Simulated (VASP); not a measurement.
HfN: single point with PBEsol

Crystal: HfN.

```
Hf N
1.0
     0.00000    2.43364    2.43364
     2.43364    0.00000    2.43364
     2.43364    2.43364    0.00000
Hf N
1 1
Cartesian
  0.0000 0.0000 0.0000
  3.6505 3.6505 3.6505
```

- Program: VASP 6.6.1
- Task: single point
- Functional: PBEsol
- Potentials or basis: VASP PAW PBE potentials, release 64 (Hf_pv, N)
- Cutoff: 520 eV
- k mesh: 11 × 11 × 11
- Occupations: methfessel-paxton, width 0.1 eV
- Spin: no spin polarisation

```json
{
 "Pressure": "-0.8 GPa"
}
```

Levels at points of the mesh, in eV from the Fermi level:
| k point | band 4 | band 5 | band 6 | band 7 | band 8 | band 9 | band 10 | band 11 |
| --- | --- | --- | --- | --- | --- | --- | --- | --- |
| (0.00, 0.00, 0.00) | -16.15 | -5.49 | -5.49 | -5.49 | -0.59 | 2.34 | 2.34 | 6.84 |

Wall time 34 s on 1 thread of Intel(R) Xeon(R) Platinum 8259CL CPU @ 2.50GHz (Skylake/Cascade Lake), with other jobs on the host, peak memory 0.17 GiB.

Caveat: the PAW data sets were made with another functional, which shifts forces and pressure a little; spin-orbit coupling is left out, which moves the levels of the heavy elements.
